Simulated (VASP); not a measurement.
# WC (rocksalt type) (Fm-3m) in VASP: a series of runs, part 2 of 2

VASP 6.6.1. The steps go on from the part before.

**3. Relaxation of cell and atoms, PBE, target pressure -0.037 GPa, at which the enthalpy is minimised**

INCAR reads:

```
ALGO = Normal
EDIFF = 1E-7
EDIFFG = -0.005
ENCUT = 600
GGA = PE
IBRION = 2
ISIF = 3
ISMEAR = -1
LASPH = T
LCHARG = F
LREAL = F
LWAVE = F
NELM = 60
NSW = 32
PREC = Accurate
PSTRESS = -0.37
SIGMA = 0.08
```

KPOINTS reads:

```
k-points
0
Gamma
  15 15 15
```

POSCAR reads:

```
WC
1.0
    0.0000000000      2.1901585499      2.1901585499
    2.1901585499      0.0000000000      2.1901585499
    2.1901585499      2.1901585499      0.0000000000
W C
1 1
Direct
    0.0000000000      0.0000000000      0.0000000000
    0.5000000000      0.5000000000      0.5000000000
```

Potentials or basis: VASP PAW PBE potentials, release 64 (W_sv, C).

On the command line:

```sh
$ cat potpaw_PBE.64/W_sv/POTCAR potpaw_PBE.64/C/POTCAR > POTCAR
$ mpirun -np 1 vasp_std > vasp.out
```

OUTCAR:

```text
EDIFF = 1E-7
   EDIFFG = -0.005
   ENCUT = 600
   GGA = PE
   IBRION = 2
   ISIF = 3
   ISMEAR = -1
   LASPH = T
   LREAL = F
   NELM = 60
   NSW = 32
   PREC = Accurate
   PSTRESS = -0.37

 ion  position               nearest neighbor table
   1  0.000  0.000  0.000-   2 2.19   2 2.19   2 2.19   2 2.19   2 2.19   2 2.19
   2  0.500  0.500  0.500-   1 2.19   1 2.19   1 2.19   1 2.19   1 2.19   1 2.19

  LATTYP: Found a face centered cubic cell.
 ALAT       =     4.3803170998

  Lattice vectors:

 A1 = (   0.0000000000,   2.1901585499,   2.1901585499)
 A2 = (   2.1901585499,   0.0000000000,   2.1901585499)
 A3 = (   2.1901585499,   2.1901585499,   0.0000000000)

Analysis of symmetry for initial positions (statically):
=====================================================================
 Subroutine PRICEL returns:
 Original cell was already a primitive cell.

 Routine SETGRP: Setting up the symmetry group for a
 face centered cubic supercell.

 Subroutine GETGRP returns: Found 48 space group operations
 (whereof 48 operations were pure point group operations)
 out of a pool of 48 trial point group operations.

The static configuration has the point symmetry O_h .

Analysis of symmetry for dynamics (positions and initial velocities):
[... 170 lines left out ...]
  external PRESSURE =       8.3335724 kB  Pullay stress =      -0.3700000 kB
[... 63 lines left out ...]
--------------------------------------- Ionic step        3  -------------------------------------------

 number of electron      18.0000001 magnetization

 Free energy of the ion-electron system (eV)
  ---------------------------------------------------
  ext. energy  EPLUGINS =         0.00000000
  ---------------------------------------------------
  free energy    TOTEN  =       -21.56808929 eV

  energy without entropy =      -21.54766841  energy(sigma->0) =      -21.55787885

 E-fermi :  12.3981     XC(G=0): -13.7220

 val. band max:       12.3922139206   @ k =  -0.4000   0.2667   0.1333
 cond. band min:      12.4004669135   @ k =  -0.2667   0.4000   0.1333
 fundamental gap:      0.0082529929
 Fermi energy:        12.3980636771

 k-point     1 :       0.0000    0.0000    0.0000
  band No.  band energies     occupation
      1     -63.0192      2.00000
      2     -27.0125      2.00000
      3     -27.0125      2.00000
      4     -27.0125      2.00000
      5      -3.3964      2.00000
      6       9.6721      2.00000
      7       9.6721      2.00000
      8       9.6721      2.00000
      9      11.3493      2.00000
     10      11.3493      2.00000
     11      11.3493      2.00000
     12      11.4598      1.99998
     13      11.4598      1.99998
[... 354 lines left out ...]
  band No.  band energies     occupation
      1     -63.0060      2.00000
      2     -27.1763      2.00000
      3     -27.0645      2.00000
      4     -27.0582      2.00000
      5      -2.3754      2.00000
      6       6.6812      2.00000
      7       8.2537      2.00000
      8       8.7904      2.00000
      9       9.4686      2.00000
     10      11.7558      1.99935
     11      13.0898      0.00035
     12      13.7222      0.00000
     13      16.1113      0.00000

 [... further k-points ...]

------------------------ aborting loop because EDIFF is reached ----------------------------------------

  FORCE on cell =-STRESS in cart. coord.  units (eV):
  Direction    XX          YY          ZZ          XY          YZ          ZX
  --------------------------------------------------------------------------------------
  -------------------------------------------------------------------------------------
  Total       -0.0035630     -0.0035630     -0.0035630      0.0000000     -0.0000000     -0.0000000
  in kB       -0.2710843     -0.2710843     -0.2710843      0.0000000     -0.0000000     -0.0000000
  external PRESSURE =       0.0989157 kB  Pullay stress =      -0.3700000 kB
[... 21 lines left out ...]
  energy  without entropy=      -21.5476684143  energy(sigma->0) =      -21.55787885

  enthalpy is  TOTEN    =       -21.5729524516 eV   P V=       -0.0048631605

 reached required accuracy - stopping structural energy minimisation
```

OSZICAR:

```text
N       E                     dE             d eps       ncg     rms          rms(c)
DAV:   1     0.120298163210E+03    0.12030E+03   -0.10630E+04  3120   0.170E+03
DAV:   2    -0.203827152433E+02   -0.14068E+03   -0.13638E+03  3485   0.405E+02
DAV:   3    -0.250089878351E+02   -0.46263E+01   -0.45394E+01  3829   0.648E+01
DAV:   4    -0.250636728642E+02   -0.54685E-01   -0.54646E-01  3405   0.721E+00
[... 24 lines left out ...]
DAV:   4    -0.215680834428E+02    0.10962E-03   -0.33666E-04  3810   0.215E-01    0.754E-02
DAV:   5    -0.215680898855E+02   -0.64427E-05   -0.14908E-05  3390   0.477E-02    0.475E-03
DAV:   6    -0.215680894653E+02    0.42019E-06   -0.20112E-06  3815   0.110E-02    0.453E-04
DAV:   7    -0.215680892979E+02    0.16739E-06   -0.61860E-08  1675   0.253E-03    0.468E-04
DAV:   8    -0.215680892911E+02    0.68017E-08   -0.47531E-09  1585   0.856E-04
   3 F= -.21572952E+02 E0= -.21562742E+02  d E =-.120274E-03
```

CONTCAR:

```text
WC
   1.00000000000000
    -0.0000000000000000    2.1917910767383231    2.1917910767383231
     2.1917910767383231    0.0000000000000000    2.1917910767383231
     2.1917910767383231    2.1917910767383231    0.0000000000000000
  W               C
     1     1
Direct
     0.0000000000000000    0.0000000000000000    0.0000000000000000
     0.5000000000000000    0.5000000000000000    0.5000000000000000

  0.00000000E+00  0.00000000E+00  0.00000000E+00
  0.00000000E+00  0.00000000E+00  0.00000000E+00
```

Run time: 2.3 min. Hardware: 1 thread of Intel Xeon 8259CL, shared host; peak memory 0.2 GiB.

Results:

```yaml
Free_energy: -21.5681 eV
Relaxed_volume: 10.53 Å³/atom
Relaxed_cell: a = 3.100 Å, b = 3.100 Å, c = 3.100 Å, α = 60.00°, β = 60.00°, γ = 60.00°
Space_group_after_relaxing_to_0.1_Å: Fm-3m (No. 225)
Energy_change_on_relaxing_the_run_minimises_the_enthalpy: -0.1 meV/atom
Ionic_steps: 3
Pressure_after_relaxing: 0.0 GPa
```

Step by step:
```
step  energy change (eV)  largest force (eV/Å)  pressure (GPa)  volume (Å³)
   1              0.0000                0.0000            0.80        21.01
   2              0.0007                0.0000           -2.07        21.18
   3             -0.0001                0.0000           -0.03        21.06
```

Final structure:
```cif
data_structure
_symmetry_space_group_name_H-M 'P 1'
_symmetry_Int_Tables_number 1
_cell_length_a 3.0997
_cell_length_b 3.0997
_cell_length_c 3.0997
_cell_angle_alpha 60.000
_cell_angle_beta 60.000
_cell_angle_gamma 60.000
_cell_volume 21.06
loop_
_atom_site_label
_atom_site_type_symbol
_atom_site_fract_x
_atom_site_fract_y
_atom_site_fract_z
_atom_site_occupancy
W1 W 0.00000 0.00000 0.00000 1
C1 C 0.50000 0.50000 0.50000 1
```

Caveat: the cell is relaxed towards a set pressure, so the run minimises the enthalpy, not the energy; the highest band is partly filled, so the run has too few bands; spin-orbit coupling is left out, which moves the levels of the heavy elements.

**4. Relaxation of cell and atoms, PBE**

This run uses another cell than the first one, of 10.00 Å³/atom.

INCAR reads:

```
SYSTEM = WC
PREC = Accurate
ENCUT = 600
EDIFF = 1E-6
ISMEAR = -1
SIGMA = 0.08
LREAL = .FALSE.
LASPH = .TRUE.
NELM = 60
ALGO = Normal
ISIF = 3
LWAVE = .FALSE.
LCHARG = .FALSE.
GGA = PE
IBRION = 2
NSW = 60
EDIFFG = -0.005
```

KPOINTS reads:

```
regular mesh
0
G
  16 16 16
  0 0 0
```

POSCAR reads:

```
WC
1.0
    0.0000000000      2.1544346900      2.1544346900
    2.1544346900      0.0000000000      2.1544346900
    2.1544346900      2.1544346900      0.0000000000
W C
1 1
Direct
    0.0000000000      0.0000000000      0.0000000000
    0.5000000000      0.5000000000      0.5000000000
```

On the command line:

```sh
$ cat potpaw_PBE.64/W_sv/POTCAR potpaw_PBE.64/C/POTCAR > POTCAR
$ mpirun -np 1 vasp_std > vasp.out
```

It took 3.5 min on 1 thread of Intel Xeon 8259CL, shared host; peak memory 0.2 GiB.

It converged, with:

```
Free energy                           : -21.5648 eV
Relaxed volume                        : 10.53 Å³/atom
Relaxed cell                          : a = 3.100 Å, b = 3.100 Å, c = 3.100 Å, α = 60.00°, β = 60.00°, γ = 60.00°
Space group after relaxing (to 0.1 Å) : Fm-3m (No. 225)
Energy gained by relaxing             : 33.3 meV/atom
Ionic steps                           : 16
Pressure after relaxing               : 0.0 GPa
```

Step by step:
```csv
step,energy change (eV),largest force (eV/Å),pressure (GPa),volume (Å³)
1,0.0000,0.0000,21.08,20.00
2,0.3155,0.0000,-36.35,24.06
3,-0.0664,0.0000,-0.99,21.12
4,-0.0665,0.0000,-0.08,21.06
5,-0.0665,0.0000,0.29,21.04
6,-0.0665,0.0000,0.31,21.04
7,-0.0665,0.0000,0.29,21.05
8,-0.0665,0.0000,0.26,21.05
9,-0.0665,0.0000,0.25,21.05
10,-0.0665,0.0000,0.25,21.05
11,-0.0665,0.0000,0.25,21.05
12,-0.0665,0.0000,0.25,21.05
13,-0.0665,0.0000,0.25,21.05
14,-0.0665,0.0000,0.25,21.05
15,-0.0665,0.0000,0.20,21.05
16,-0.0666,0.0000,0.04,21.06
```

Final structure:
```cif
data_structure
_symmetry_space_group_name_H-M 'P 1'
_symmetry_Int_Tables_number 1
_cell_length_a 3.0997
_cell_length_b 3.0997
_cell_length_c 3.0997
_cell_angle_alpha 60.000
_cell_angle_beta 60.000
_cell_angle_gamma 60.000
_cell_volume 21.06
loop_
_atom_site_label
_atom_site_type_symbol
_atom_site_fract_x
_atom_site_fract_y
_atom_site_fract_z
_atom_site_occupancy
W1 W 0.00000 0.00000 0.00000 1
C1 C 0.50000 0.50000 0.50000 1
```

Levels at points of the mesh, in eV from the Fermi level:
| k point | band 7 | band 8 | band 9 | band 10 | band 11 | band 12 |
| --- | --- | --- | --- | --- | --- | --- |
| (0.00, 0.00, 0.00) | -2.76 | -2.76 | -1.08 | -1.08 | -1.08 | -0.97 |
| (0.50, 0.00, 0.00) | -6.59 | -6.59 | 1.04 | 1.04 | 2.32 | 4.91 |
| (0.50, 0.50, 0.00) | -5.61 | -2.52 | -2.52 | 0.84 | 2.26 | 2.26 |

Caveat: the highest band is partly filled, so the run has too few bands; spin-orbit coupling is left out, which moves the levels of the heavy elements.
